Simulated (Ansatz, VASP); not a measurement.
ZrB2 in VASP and in Ansatz

```
Zr B
1.0
     0.00000    3.15844    3.15844
     3.15844    0.00000    3.15844
     3.15844    3.15844    0.00000
Zr B
2 4
Direct
  0.50000 0.50000 0.50000
  0.75000 0.75000 0.75000
  0.62500 0.12500 0.12500
  0.12500 0.12500 0.62500
  0.12500 0.62500 0.12500
  0.12500 0.12500 0.12500
```

Change from the starting cell: species swapped into the TbFe2 type (Fd-3m, No. 227).

Alike in both runs: functional PBE; k mesh 4 × 4 × 4; occupations gaussian, width 0.2 eV; no spin polarisation.

Ansatz relaxed the structure, and its values are those at the end. VASP's run is a single point on that final structure, the one shown.

```csv
,VASP,Ansatz
version,VASP 6.6.1,Ansatz 0.2.0
potentials or method,"VASP PAW PBE potentials, release 64 (Zr_sv, B), cutoff 500 eV","scalar-relativistic, plane waves, PAW"
valence electrons in the cell,36,36
```

```csv
,VASP,Ansatz,Ansatz less VASP
gap on the k mesh at the Fermi level (eV),0.29,0.29,+0.002
least direct gap on the mesh (eV),0.48,0.48,+0.002
pressure (GPa),-0.2,-0.3,-0.12
```

The k mesh is coarse, so the values compare programs but aren't converged.
